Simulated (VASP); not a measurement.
A run of VASP 6.6.1:

The input INCAR:

```
PREC     = Accurate       # precision mode
ENCUT    = 600            # plane-wave cutoff, eV
EDIFF    = 1E-7           # SCF threshold, eV
ISMEAR   = 0              # smearing method
SIGMA    = 0.1            # smearing width, eV
LREAL    = False          # projectors in reciprocal space
LASPH    = True           # aspherical terms in the spheres
NELM     = 200            # most SCF steps
ALGO     = Normal         # electronic algorithm
ISIF     = 3              # what is computed and relaxed
LWAVE    = False          # write WAVECAR
LCHARG   = False          # write CHGCAR
GGA      = PE             # functional
IBRION   = 2              # ionic algorithm
NSW      = 100            # ionic steps
EDIFFG   = -0.01          # ionic threshold
GGA_COMPAT= False        
NELMIN   = 4            
LMAXMIX  = 6              # l up to which the mixer works
```

File KPOINTS:

```
regular mesh
0
Gamma
  12 12 8
```

POSCAR

```
SmO5
1.0
    4.4770843279      0.0000000000      0.0000000000
   -2.2385421640      3.8772687629      0.0000000000
    0.0000000000      0.0000000000      4.4007279925
Sm O
1 5
Direct
    0.0000000000      0.0000000000      0.0000000000
    0.0000000000      0.0000000000      0.5000000000
    0.3333333333      0.6666666667      0.1519190633
    0.6666666667      0.3333333333      0.1519190633
    0.3333333333      0.6666666667      0.8480809367
    0.6666666667      0.3333333333      0.8480809367
```

Potentials or basis: VASP PAW PBE potentials, release 64 (Sm_3, O), 4f in core.

Launch:

```sh
$ cat potpaw_PBE.64/Sm_3/POTCAR potpaw_PBE.64/O/POTCAR > POTCAR
$ mpirun -np 1 vasp_std > vasp.out
```

Hardware: 1 thread of Intel(R) Xeon(R) Platinum 8259CL CPU @ 2.50GHz (Skylake/Cascade Lake), on a shared host.

**Question.** Estimate the wall time of this run.

**Answer.** Wall time 19 min on 1 thread of Intel(R) Xeon(R) Platinum 8259CL CPU @ 2.50GHz (Skylake/Cascade Lake), on a shared host, peak memory 0.33 GiB. Counts: scf iterations 67, k points 95, ion steps 6.
